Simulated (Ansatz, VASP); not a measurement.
**Two plane-wave programs on MgO**

Contents of INCAR:

```
SYSTEM = MgO
ALGO = Normal
EDIFF = 1E-7
ENCUT = 520
GGA = PS
ISIF = 2
ISMEAR = 0
LASPH = .True.
LCHARG = .True.
LELF = .True.
LREAL = .False.
LVHAR = .True.
LWAVE = .False.
NBANDS = 11
NELM = 80
PREC = Accurate
SIGMA = 0.01
```

KPOINTS

```
k-points
0
Gamma
  8 8 8
  0 0 0
```

The input POSCAR:

```
MgO
1.0
    0.0000000000      2.1021674158      2.1021674158
    2.1021674158      0.0000000000      2.1021674158
    2.1021674158      2.1021674158      0.0000000000
Mg O
1 1
Direct
    0.0000000000      0.0000000000      0.0000000000
    0.5000000000      0.5000000000      0.5000000000
```

Input for Ansatz:

```yaml
crystal:
  lattice:
    - [0.0, 2.1021674158, 2.1021674158]
    - [2.1021674158, 0.0, 2.1021674158]
    - [2.1021674158, 2.1021674158, 0.0]
  atoms:
    - { symbol: Mg, position: [0.0, 0.0, 0.0] }
    - { symbol: O, position: [0.5, 0.5, 0.5] }
kpoints:
  mp_grid: { grid: [8, 8, 8] }
hamiltonian:
  xc: pbesol
scf:
  occupations: { method: fixed }
  n_extra_bands: 24
output:
  forces: true
  stress: true
  eigenvalues: true
```

Alike in both runs: task single point; functional PBEsol; k mesh 8 × 8 × 8; no spin polarisation.

|  | VASP | Ansatz |
| --- | --- | --- |
| version | VASP 6.6.1 | Ansatz 0.2.0 |
| potentials or method | VASP PAW PBE potentials, release 64 (Mg, O) | plane waves |
| plane-wave cutoff (eV) | 520 | 420 |
| occupations | gaussian, width 0.01 eV | fixed |
| valence electrons in the cell | 8 | 16 |

```tsv
	VASP	Ansatz	Ansatz less VASP
gap on the k mesh at the Fermi level (eV)	4.69	4.69	-0.001
pressure (GPa)	0.6	1.1	+0.48
```

VASP's potentials were made for PBE, not for PBEsol. VASP's potentials hold 8 valence electrons a cell and Ansatz's 16, so a difference there can come from the potentials and not from the codes.
